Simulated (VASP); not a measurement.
A run of VASP 6.6.1:

Contents of INCAR:

```
  ALGO = Normal
  EDIFF = 1E-6
  ENCUT = 520
  GGA = PE
  ISIF = 2
  ISMEAR = 0
  ISPIN = 2
  LASPH = True
  LCHARG = True
  LELF = True
  LMAXMIX = 6
  LORBIT = 11
  LREAL = False
  LVHAR = True
  LWAVE = False
  MAGMOM = 3 0 0 0 0 0 0
  NBANDS = 34
  NELM = 150
  PREC = Accurate
  SIGMA = 0.01
```

KPOINTS

```
k-points
0
Gamma
  1 1 1
```

Contents of POSCAR:

```
ErH3O3
1.0
   13.5000000000      0.0000000000      0.0000000000
    0.0000000000     14.1900000000      0.0000000000
    0.0000000000      0.0000000000      9.0400000000
Er O H
1 3 3
Direct
    0.4443259300      0.5000211400      0.4977876100
    0.5948044400      0.5000204400      0.5003152700
    0.3690866700      0.6240028200      0.5003152700
    0.3690866700      0.3760394600      0.5003152700
    0.6663103700      0.5000204400      0.5025022100
    0.3333340700      0.6829175500      0.5025022100
    0.3333333300      0.3171247400      0.5025022100
```

Potentials or basis: VASP PAW PBE potentials, release 64 (Er, O, H).

Run with:

```console
$ cat potpaw_PBE.64/Er/POTCAR potpaw_PBE.64/O/POTCAR potpaw_PBE.64/H/POTCAR > POTCAR
$ mpirun -np 1 vasp_gam > vasp.out
```

Hardware: 1 thread of Intel(R) Xeon(R) Platinum 8259CL CPU @ 2.50GHz (Skylake/Cascade Lake), on a shared host.

How long does it take, and how much memory?

Wall time 16 min on 1 thread of Intel(R) Xeon(R) Platinum 8259CL CPU @ 2.50GHz (Skylake/Cascade Lake), on a shared host, peak memory 1.9 GiB. Counts: scf iterations 41, k points 1.
